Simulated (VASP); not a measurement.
Wanted: the native input for a VASP 6.6.1 run.

```
Task                   : relaxation of cell and atoms
Functional             : PBE
Potentials or basis    : VASP PAW PBE potentials, release 64 (Mo_sv)
Cutoff                 : 500 eV
k mesh                 : 20 × 20 × 20
Occupations            : gaussian, width 0.1 eV
Spin                   : no spin polarisation
Target pressure        : 45 GPa
Dipole correction      : no
Further INCAR settings : ALGO = Normal; EDIFF = 1e-07; IBRION = 2; EDIFFG = -0.002; NSW = 100; ISIF = 3
```

The structure of Mo lies in POSCAR:

```
Mo
1.0
   -1.5128816985      1.5128816985      1.5128816985
    1.5128816985     -1.5128816985      1.5128816985
    1.5128816985      1.5128816985     -1.5128816985
Mo
1
Direct
    0.0000000000      0.0000000000      0.0000000000
```

These files were run (other wordings do the same):

INCAR

```
ALGO = Normal
EDIFF = 1E-7
EDIFFG = -0.002
ENCUT = 500
GGA = PE
GGA_COMPAT = False
IBRION = 2
ISIF = 3
ISMEAR = 0
LASPH = True
LCHARG = False
LREAL = False
LWAVE = False
NELM = 120
NELMIN = 4
NSW = 100
PREC = Accurate
PSTRESS = 450.0
SIGMA = 0.1
```

KPOINTS

```
k-points
0
Gamma
  20 20 20
```

Potentials or basis: VASP PAW PBE potentials, release 64 (Mo_sv).

Command:

```bash
$ cat potpaw_PBE.64/Mo_sv/POTCAR > POTCAR
$ mpirun -np 1 vasp_std > vasp.out
```

Results of the run:

```yaml
Relaxed_volume: 13.87 Å³/atom
Relaxed_cell: a = 2.621 Å, b = 2.621 Å, c = 2.621 Å, α = 109.47°, β = 109.47°, γ = 109.47°
Space_group_after_relaxing_to_0.1_Å: Im-3m (No. 229)
Energy_change_on_relaxing_the_run_minimises_the_enthalpy: -4.8 meV/atom
Ionic_steps: 3
Pressure_after_relaxing: 45.0 GPa
Band_gap_on_the_k_mesh: zero (bands 7 and 8 overlap by 6.33 eV)
```

Caveat: the cell is relaxed towards a set pressure, so the run minimises the enthalpy, not the energy.

Wall time 40 s on 1 thread of Intel(R) Xeon(R) Platinum 8488C (Sapphire Rapids), on a shared host, peak memory 0.15 GiB.
